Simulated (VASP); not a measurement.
Here is a VASP 6.6.1 calculation.

INCAR

```
PREC = Accurate
ENCUT = 520
EDIFF = 1E-6
ISMEAR = -1
SIGMA = 0.08
LREAL = False
LASPH = True
NELM = 60
ALGO = Normal
ISIF = 2
LWAVE = False
LCHARG = True
GGA = PE
LELF = True
LVHAR = True
NBANDS = 7
```

File KPOINTS:

```
regular mesh
0
Gamma
  22 22 22
```

POSCAR

```
Be
1.0
   -1.2182898851      1.2182898851      1.2182898851
    1.2182898851     -1.2182898851      1.2182898851
    1.2182898851      1.2182898851     -1.2182898851
Be
1
Direct
    0.0000000000      0.0000000000      0.0000000000
```

Potentials or basis: VASP PAW PBE potentials, release 64 (Be).

Run with:

```console
$ cat potpaw_PBE.64/Be/POTCAR > POTCAR
$ mpirun -np 1 vasp_std > vasp.out
```

Predict the pressure.

11.2 GPa.

Estimate the band gap on the k mesh.

zero (bands 1 and 2 overlap by 5.63 eV).

Caveat: the cell stands under pressure.
